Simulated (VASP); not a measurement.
# HfB: single point with PBE

Crystal: HfB.

```
Hf B
1.0
     0.00000    2.41688    2.41688
     2.33229    0.00000    2.41688
     2.33229    2.41688    0.00000
Hf B
1 1
Direct
  0.50000 0.50000 0.50000
  0.00000 0.00000 0.00000
```

```
Program             : VASP 6.6.1
Task                : single point
Functional          : PBE
Potentials or basis : VASP PAW PBE potentials, release 64 (Hf_pv, B)
Cutoff              : 520 eV
k mesh              : 16 × 16 × 16
Occupations         : gaussian, width 0.15 eV
Spin                : no spin polarisation
```

```yaml
Pressure: 7.2 GPa
Band_gap_on_the_k_mesh: zero (an odd number of electrons rules out a gap without spin polarisation)
```

Stress tensor (GPa, compression positive):
```
16.46  0.00  0.00
 0.00  2.50  0.00
 0.00  0.00  2.50
```

Levels at points of the mesh, in eV from the Fermi level:
```
           k point  band 3  band 4  band 5  band 6  band 7  band 8  band 9  band 10  band 11  band 12
(0.00, 0.00, 0.00)  -28.83   -9.25    1.96    1.96    2.35    3.60    3.60     3.64     3.80     3.99
(0.50, 0.00, 0.00)  -28.87   -4.72   -4.39   -1.27   -1.16    5.74    6.02     6.78     7.88    12.74
(0.50, 0.50, 0.00)  -28.99   -6.51   -1.31   -0.84    2.08    2.19    5.54     6.87     7.23     8.12
(0.00, 0.50, 0.50)  -29.04   -6.41   -0.91   -0.90    1.87    1.87    5.65     7.04     7.04     8.22
```

Run time: 71 s on 1 thread of Intel(R) Xeon(R) 6975P-C (Granite Rapids) (shared host), peak memory 0.27 GiB.

Caveat: the stress differs along the axes, from 3 to 16 GPa; spin-orbit coupling is left out, which moves the levels of the heavy elements; an odd number of electrons without spin polarisation forces a metal; a magnetic or distorted state may lie lower.
